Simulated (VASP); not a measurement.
# Bi2Se3 (P-62m) in VASP: further runs

The runs below take Bi2Se3 through single point, relaxation of cell and atoms, with PBE.

All numbers are computed with VASP 6.6.1; they aren't measurements. Logs are shortened: lines on timing, memory, paths and dates and some standing lists are left out, and cuts for length are marked.

### Step 1. The cell of the first run

Symmetry: P-62m, No. 189, hexagonal system. The conventional cell has a = 5.381 Å, b = 5.381 Å, c = 5.991 Å, α = 90.00°, β = 90.00°, γ = 120.00°. Within 2.7 Å of Bi (site symmetry -6) lie 3 Se at 2.02 Å. Within 2.7 Å of Se (site symmetry m2m) lie 2 Bi at 2.02 Å and 2 Se at 2.41 Å.

The cell was built from a structure type or drawn by symmetry, and may not be a known phase.

### Step 2. Single point, PBE

INCAR

```
ALGO = Normal
EDIFF = 1E-6
ENCUT = 520
GGA = PE
ISIF = 2
ISMEAR = 0
LASPH = T
LCHARG = F
LREAL = F
LWAVE = F
NBANDS = 32
NELM = 60
PREC = Accurate
SIGMA = 0.1
```

KPOINTS

```
k-points
0
Gamma
  6 6 4
```

POSCAR

```
Bi2Se3
1.0
    5.3814332600      0.0000000000      0.0000000000
   -2.6907166300      4.6604579100      0.0000000000
    0.0000000000      0.0000000000      5.9905724900
Bi Se
2 3
Direct
    0.3333333300      0.6666666700      0.5000000000
    0.6666666700      0.3333333300      0.5000000000
    0.2588839800      0.0000000000      0.5000000000
    0.0000000000      0.2588839800      0.5000000000
    0.7411160200      0.7411160200      0.5000000000
```

Potentials or basis: VASP PAW PBE potentials, release 64 (Bi_d, Se).

The run is started by

```
> cat potpaw_PBE.64/Bi_d/POTCAR potpaw_PBE.64/Se/POTCAR > POTCAR
> mpirun -np 1 vasp_std > vasp.out
```

OUTCAR:

```text
EDIFF = 1E-6
   ENCUT = 520
   GGA = PE
   ISIF = 2
   ISMEAR = 0
   LASPH = T
   LREAL = F
   NELM = 60
   PREC = Accurate

 ion  position               nearest neighbor table
   1  0.333  0.667  0.500-   3 2.02   4 2.02   5 2.02   2 3.11   2 3.11   2 3.11
   2  0.667  0.333  0.500-   4 2.02   3 2.02   5 2.02   1 3.11   1 3.11   1 3.11
   3  0.259  0.000  0.500-   1 2.02   2 2.02   4 2.41   5 2.41
   4  0.000  0.259  0.500-   2 2.02   1 2.02   5 2.41   3 2.41
   5  0.741  0.741  0.500-   2 2.02   1 2.02   4 2.41   3 2.41

  LATTYP: Found a hexagonal cell.
 ALAT       =     5.3814332600
 C/A-ratio  =     1.1131927501

  Lattice vectors:

 A1 = (   5.3814332600,   0.0000000000,   0.0000000000)
 A2 = (  -2.6907166300,   4.6604579100,   0.0000000000)
 A3 = (   0.0000000000,   0.0000000000,   5.9905724900)

Analysis of symmetry for initial positions (statically):
=====================================================================
 Subroutine PRICEL returns:
 Original cell was already a primitive cell.

 Routine SETGRP: Setting up the symmetry group for a
 hexagonal supercell.

 Subroutine GETGRP returns: Found 12 space group operations
 (whereof 12 operations were pure point group operations)
 out of a pool of 24 trial point group operations.

The static configuration has the point symmetry D_3h.

Analysis of symmetry for dynamics (positions and initial velocities):
=====================================================================
 Subroutine PRICEL returns:
 Original cell was already a primitive cell.

 Routine SETGRP: Setting up the symmetry group for a
 hexagonal supercell.

 Subroutine GETGRP returns: Found 12 space group operations
 (whereof 12 operations were pure point group operations)
 out of a pool of 24 trial point group operations.

The dynamic configuration has the point symmetry D_3h.

 Subroutine INISYM returns: Found 12 space group operations
 (whereof 12 operations are pure point group operations),
 and found     1 'primitive' translations

----------------------------------------------------------------------------------------

                                     Primitive cell

  volume of cell :     150.2432

  direct lattice vectors                    reciprocal lattice vectors
     5.381433260  0.000000000  0.000000000     0.185824101  0.107285595  0.000000000
    -2.690716630  4.660457910  0.000000000     0.000000000  0.214571190  0.000000000
     0.000000000  0.000000000  5.990572490     0.000000000  0.000000000  0.166928954

  length of vectors
     5.381433260  5.381433258  5.990572490     0.214571190  0.214571190  0.166928954

  position of ions in fractional coordinates (direct lattice)
     0.333333330  0.666666670  0.500000000
     0.666666670  0.333333330  0.500000000
     0.258883980  0.000000000  0.500000000
     0.000000000  0.258883980  0.500000000
     0.741116020  0.741116020  0.500000000

  ion indices of the primitive-cell ions
   primitive index   ion index
                 1           1
                 2           2
                 3           3
                 4           4
                 5           5

----------------------------------------------------------------------------------------

 KPOINTS: k-points

Automatic generation of k-mesh.
 Grid dimensions read from file:
 generate k-points for:    6    6    4

 Generating k-lattice:

  Cartesian coordinates                     Fractional coordinates (reciprocal lattice)
     0.030970684  0.017880933  0.000000000     0.166666667 -0.000000000  0.000000000
     0.000000000  0.035761865  0.000000000     0.000000000  0.166666667  0.000000000
     0.000000000  0.000000000  0.041732239     0.000000000  0.000000000  0.250000000

  Length of vectors
     0.035761865  0.035761865  0.041732239

  Shift w.r.t. Gamma in fractional coordinates (k-lattice)
     0.000000000  0.000000000  0.000000000

 Subroutine IBZKPT returns following result:
 ===========================================

 Found     21 irreducible k-points:

 Following reciprocal coordinates:
            Coordinates               Weight
  0.000000  0.000000  0.000000      1.000000
  0.166667 -0.000000  0.000000      6.000000
  0.333333 -0.000000  0.000000      6.000000
  0.500000 -0.000000  0.000000      3.000000
  0.166667  0.166667  0.000000      6.000000
  0.333333  0.166667  0.000000     12.000000
[... 13 lines left out ...]
  0.333333  0.166667  0.500000     12.000000
  0.333333  0.333333  0.500000      2.000000
   k-points           NKPTS =     21   k-points in BZ     NKDIM =     21   number of bands    NBANDS=     32
   number of dos      NEDOS =    301   number of ions     NIONS =      5
   total plane-waves  NPLWV =  76800
   dimension x,y,z NGX =    40 NGY =   40 NGZ =   48
   dimension x,y,z NGXF=    80 NGYF=   80 NGZF=   96
   ions per type =               2   3
   NGX,Y,Z   is equivalent  to a cutoff of  12.36, 12.36, 13.32 a.u.
   NGXF,Y,Z  is equivalent  to a cutoff of  24.71, 24.71, 26.64 a.u.
 SYSTEM =  unknown system
   PREC   = accura    normal or accurate (medium, high low for compatibility)
   ISTART =      0    job   : 0-new  1-cont  2-samecut
   ICHARG =      2    charge: 1-file 2-atom 10-const
   ISPIN  =      1    spin polarized calculation?
   LNONCOLLINEAR =      F non collinear calculations
   LSORBIT =      F    spin-orbit coupling
   LASPH  =      T    aspherical Exc in radial PAW
   ENCUT  =  520.0 eV  38.22 Ry    6.18 a.u.  10.01 10.01 11.14*2*pi/ulx,y,z
   NELM   =     60;   NELMIN=  2; NELMDL= -5     # of ELM steps
   EDIFF  = 0.1E-05   stopping-criterion for ELM
   LREAL  =      F    real-space projection
   EDIFFG = 0.1E-04   stopping-criterion for IOM
   NSW    =      0    number of steps for IOM
   IBRION =     -1    ionic relax: 0-MD 1-quasi-New 2-CG
   NFREE  =      0    steps in history (QN), initial steepest desc. (CG)
   ISIF   =      2    stress and relaxation
   ISYM   =      2    0-nonsym 1-usesym 2-fastsym
   POTIM  = 0.5000    time-step for ionic-motion
   TEBEG  =    0.0;   TEEND  =   0.0 temperature during run
   PSTRESS=    0.0 pullay stress
   NELECT =      48.0000    total number of electrons
   NUPDOWN=      -1.0000    fix difference up-down
   EMIN   =  10.00;   EMAX   =-10.00  energy-range for DOS
   EFERMI =   0.00;   METHOD = LEGACY
   ISMEAR =     0;   SIGMA  =   0.10  broadening in eV -4-tet -1-fermi 0-gaus
   EFERMI_NEDOS =   21; number of points for ismear=-14 and -15
   IALGO  =     38    algorithm
   IMIX   =      4    mixing-type and parameters
     AMIX     =   0.40;   BMIX     =  1.00
     AMIX_MAG =   1.60;   BMIX_MAG =  1.00
  volume/ion in A,a.u.               =      30.05       202.78
  Fermi-wavevector in a.u.,A,eV,Ry     =   1.119155  2.114897 17.041408  1.252508
  Thomas-Fermi vector in A             =   2.255792
   LORBIT       =      0    0 simple, 1 ext, 2 COOP (PROOUT), +10 PAW based schemes
   GGA     = PE    functional components
   LHFCALC =     F    Hartree Fock is set to
   AEXX    =    0.0000 exact exchange contribution
   IVDW    =     0    specifies the selected vdW correction
   LEPSILON=     F    determine dielectric tensor
   LRPA    =     F    only Hartree local field effects (RPA)
 non-spin polarized calculation
 Gauss-broadening in eV      SIGMA  =   0.10
  energy-cutoff  :      520.00
  volume of cell :      150.24
 maximum number of plane-waves:      4092
   NGX = 21   NGY = 21   NGZ = 23

 number of electron      48.0000005 magnetization

 Free energy of the ion-electron system (eV)
  ---------------------------------------------------
  ext. energy  EPLUGINS =         0.00000000
  ---------------------------------------------------
  free energy    TOTEN  =        17.42029966 eV

  energy without entropy =       17.42810979  energy(sigma->0) =       17.42420472

 E-fermi :   6.4701     XC(G=0):  -8.0123

 val. band max:        6.4287803279   @ k =   0.3333   0.3333   0.0000
 cond. band min:       6.4977304031   @ k =   0.0000   0.0000   0.0000
 fundamental gap:      0.0689500752
 Fermi energy:         6.4701484731

 k-point     1 :       0.0000    0.0000    0.0000
  band No.  band energies     occupation
      1     -20.9920      2.00000
      2     -20.9920      2.00000
      3     -20.5693      2.00000
      4     -20.5196      2.00000
      5     -20.5196      2.00000
      6     -19.5627      2.00000
[... 24 lines left out ...]
     31      10.8693      0.00000
     32      12.0068      0.00000

 k-point     2 :       0.1667   -0.0000    0.0000
  band No.  band energies     occupation
      1     -21.0290      2.00000
      2     -20.9957      2.00000
      3     -20.6604      2.00000
      4     -20.4824      2.00000
      5     -20.3605      2.00000
      6     -19.5855      2.00000
[... 24 lines left out ...]
     31      10.7489      0.00000
     32      11.1891      0.00000

 k-point     3 :       0.3333   -0.0000    0.0000
  band No.  band energies     occupation
      1     -21.0921      2.00000
      2     -21.0056      2.00000
      3     -20.7121      2.00000
      4     -20.4188      2.00000
      5     -20.1366      2.00000
      6     -19.6808      2.00000
[... 24 lines left out ...]
     31      10.8746      0.00000
     32      11.0017      0.00000

 k-point     4 :       0.5000   -0.0000    0.0000
  band No.  band energies     occupation
      1     -21.1202      2.00000
      2     -21.0116      2.00000
      3     -20.7252      2.00000
      4     -20.3904      2.00000
      5     -19.9819      2.00000
      6     -19.7816      2.00000
[... 549 lines left out ...]
     31      10.8615      0.00000
     32      11.2178      0.00000

 k-point    20 :       0.3333    0.1667    0.5000
  band No.  band energies     occupation
      1     -21.1428      2.00000
      2     -20.9621      2.00000
      3     -20.7707      2.00000
      4     -20.3573      2.00000
      5     -20.0115      2.00000
      6     -19.7658      2.00000
[... 24 lines left out ...]
     31      10.6818      0.00000
     32      11.1971      0.00000

 k-point    21 :       0.3333    0.3333    0.5000
  band No.  band energies     occupation
      1     -21.1711      2.00000
      2     -20.8705      2.00000
      3     -20.8705      2.00000
      4     -20.3140      2.00000
      5     -19.8827      2.00000
      6     -19.8827      2.00000
[... 24 lines left out ...]
     31      10.5198      0.00000
     32      10.8280      0.00000

------------------------ aborting loop because EDIFF is reached ----------------------------------------

  FORCE on cell =-STRESS in cart. coord.  units (eV):
  Direction    XX          YY          ZZ          XY          YZ          ZX
  --------------------------------------------------------------------------------------
  -------------------------------------------------------------------------------------
  Total      150.2647356    150.2647354     -0.4594758      0.0000000      0.0000000      0.0000000
  in kB     1602.4067930   1602.4067916     -4.8998001      0.0000000      0.0000000      0.0000000
  external PRESSURE =    1066.6379282 kB  Pullay stress =       0.0000000 kB

 VOLUME and BASIS-vectors are now :
 -----------------------------------------------------------------------------
  energy-cutoff  :      520.00
  volume of cell :      150.24
      direct lattice vectors                 reciprocal lattice vectors
     5.381433260  0.000000000  0.000000000     0.185824101  0.107285595  0.000000000
    -2.690716630  4.660457910  0.000000000     0.000000000  0.214571190  0.000000000
     0.000000000  0.000000000  5.990572490     0.000000000  0.000000000  0.166928954

 POSITION                                       TOTAL-FORCE (eV/Angst)
 -----------------------------------------------------------------------------------
     -0.00000      3.10697      2.99529        -0.000000      0.000000      0.000000
      2.69072      1.55349      2.99529        -0.000000      0.000000      0.000000
      1.39317      0.00000      2.99529       -20.151192      0.000000     -0.000000
     -0.69658      1.20652      2.99529        10.075596    -17.451444     -0.000000
      1.99413      3.45394      2.99529        10.075596     17.451444      0.000000
 -----------------------------------------------------------------------------------
    total drift:                               -0.000001     -0.000002     -0.000000

  FREE ENERGIE OF THE ION-ELECTRON SYSTEM (eV)
  ---------------------------------------------------
  free  energy   TOTEN  =        17.4202996591 eV

  energy  without entropy=       17.4281097875  energy(sigma->0) =       17.42420472
```

Wall time 2.7 min (1 thread of Intel Xeon 8259CL, shared host); peak memory 0.3 GiB.

What came out:

| Property | Result |
| --- | --- |
| Free energy | 17.4203 eV |
| Pressure | 106.7 GPa |
| Largest force | 20.151 eV/Å |
| Band gap on the k mesh | zero (bands 24 and 25 overlap by 1.14 eV) |

Forces on the atoms (eV/Å):
```
Bi    0.000   0.000   0.000
Bi    0.000   0.000   0.000
Se  -20.151   0.000   0.000
Se   10.076 -17.451   0.000
Se   10.076  17.451   0.000
```

Stress tensor (GPa, compression positive):
```
160.24   0.00   0.00
  0.00 160.24   0.00
  0.00   0.00  -0.49
```

Levels at points of the mesh, in eV from the Fermi level:
```
           k point  band 20  band 21  band 22  band 23  band 24  band 25  band 26  band 27  band 28  band 29
(0.00, 0.00, 0.00)    -4.34    -1.90    -1.21    -1.21    -1.21    -0.62     0.03     2.93     2.93     3.31
(0.50, 0.00, 0.00)    -6.33    -5.48    -5.18    -1.72    -1.24     1.10     1.18     1.35     2.83     3.22
(0.00, 0.00, 0.50)    -4.37    -2.04    -1.21    -1.21    -1.00    -0.83     2.03     2.38     2.54     2.54
(0.50, 0.00, 0.50)    -6.33    -5.48    -5.23    -1.89    -1.22     0.85     2.61     2.91     3.20     3.25
```

Caveat: the cell stands under pressure; spin-orbit coupling is left out, which moves the levels of the heavy elements; forces of over 1 eV/Å act on the atoms, so gaps and moduli don't describe the material at rest.

### Step 3. Single point, PBE

This run uses another cell than the first one, of 34.10 Å³/atom.

INCAR

```
SYSTEM = Bi2Se3
PREC = Accurate
ENCUT = 520
EDIFF = 1E-7
ISMEAR = 0
SIGMA = 0.1
LREAL = .FALSE.
LASPH = .TRUE.
NELM = 80
ALGO = Normal
ISIF = 2
LWAVE = .FALSE.
LCHARG = .FALSE.
GGA = PE
NBANDS = 32
```

KPOINTS

```
regular mesh
0
G
  6 6 12
  0 0 0
```

POSCAR

```
Bi2Se3
1.0
    7.8786600955      0.0000000000      0.0000000000
   -3.9393300477      6.8231197905      0.0000000000
    0.0000000000      0.0000000000      3.1717783051
Bi Se
2 3
Direct
    0.3333333333      0.6666666667      0.5000000000
    0.6666666667      0.3333333333      0.5000000000
    0.2790882295      0.0000000000      0.5000000000
    0.0000000000      0.2790882295      0.5000000000
    0.7209117705      0.7209117705      0.5000000000
```

Potentials or basis: VASP PAW PBE potentials, release 64 (Bi_d, Se).

The run is started by

```
> cat potpaw_PBE.64/Bi_d/POTCAR potpaw_PBE.64/Se/POTCAR > POTCAR
> mpirun -np 1 vasp_std > vasp.out
```

It took 5.6 min on 1 thread of Intel Xeon 8259CL, shared host; peak memory 0.42 GiB.

The run converged. Its results:

* Free energy: -18.1310 eV
* Pressure: 0.0 GPa
* Largest force: 0.004 eV/Å
* Band gap on the k mesh: zero (bands 24 and 25 overlap by 2.52 eV)

Forces in eV/Å, atoms in the order of the input:
```
Bi   0.000  0.000  0.000
Bi   0.000  0.000  0.000
Se  -0.004  0.000  0.000
Se   0.002 -0.003  0.000
Se   0.002  0.003  0.000
```

Levels at points of the mesh, in eV from the Fermi level:
| k point | band 21 | band 22 | band 23 | band 24 | band 25 | band 26 | band 27 | band 28 |
| --- | --- | --- | --- | --- | --- | --- | --- | --- |
| (0.00, 0.00, 0.00) | -0.76 | 1.02 | 1.02 | 1.18 | 1.62 | 1.62 | 2.40 | 2.40 |
| (0.50, 0.00, 0.00) | -0.92 | 0.39 | 1.39 | 1.42 | 1.43 | 1.57 | 1.62 | 2.61 |
| (0.00, 0.00, 0.50) | -3.25 | -2.00 | -1.36 | -1.36 | -0.94 | 0.27 | 2.81 | 2.81 |
| (0.50, 0.00, 0.50) | -2.43 | -2.40 | -2.13 | -2.09 | -0.59 | 0.15 | 2.33 | 3.29 |

Caveat: spin-orbit coupling is left out, which moves the levels of the heavy elements.

(Continued in part 2 of 2.)
